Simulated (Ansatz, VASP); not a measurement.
Re in VASP and in Ansatz

```
CELL_PARAMETERS angstrom
0.00000 1.97500 1.91575
1.97500 0.00000 1.91575
1.97500 1.97500 0.00000
ATOMIC_POSITIONS crystal
Re 0.00000 0.00000 0.00000
```

Change from the starting cell: zz strain of -3 %.

Alike in both runs: task single point; functional PBE; k mesh 14 × 14 × 14; occupations fermi-dirac, width 0.03 eV; no spin polarisation.

```csv
,VASP,Ansatz
version,VASP 6.6.1,Ansatz 0.2.0
potentials or method,"VASP PAW PBE potentials, release 64 (Re), cutoff 520 eV","all-electron LAPW, scalar-relativistic"
```

```csv
,VASP,Ansatz,Ansatz less VASP
pressure (GPa),0.9,1.5,+0.62
"traceless stress, the component that is largest in VASP (GPa)",4.10,4.13,+0.030
```

Ansatz ran all-electron here, and VASP with PAW potentials.

Spin-orbit coupling is off throughout.
